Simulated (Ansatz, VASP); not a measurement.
Lu: VASP beside Ansatz

```
CELL_PARAMETERS angstrom
5.35274 0.00000 0.00000
-2.67637 4.63561 0.00000
0.00000 0.00000 3.35927
ATOMIC_POSITIONS crystal
Lu 0.00000 0.00000 0.00000
Lu 0.33333 0.66667 0.50000
Lu 0.66667 0.33333 0.50000
```

Alike in both runs: task single point; functional LDA; k mesh 8 × 8 × 11; occupations fermi-dirac, width 0.1 eV; no spin polarisation.

```csv
,VASP,Ansatz
version,VASP 6.6.1,Ansatz 0.2.0
potentials or method,"VASP PAW PBE potentials, release 64 (Lu), cutoff 520 eV","plane waves (420 eV) with PAW, scalar-relativistic"
valence electrons in the cell,75,75
```

|  | VASP | Ansatz | Ansatz less VASP |
| --- | --- | --- | --- |
| pressure (GPa) | -3.3 | -3.5 | -0.25 |
| traceless stress, the component that is largest in VASP (GPa) | 0.19 | 0.24 | +0.053 |

VASP's potentials were made for PBE, not for LDA, and Ansatz warns of the same on its side. LDA's correlation is that of Perdew and Zunger in VASP and of Perdew and Wang (1992) in Ansatz.

Neither program's run includes spin-orbit coupling.
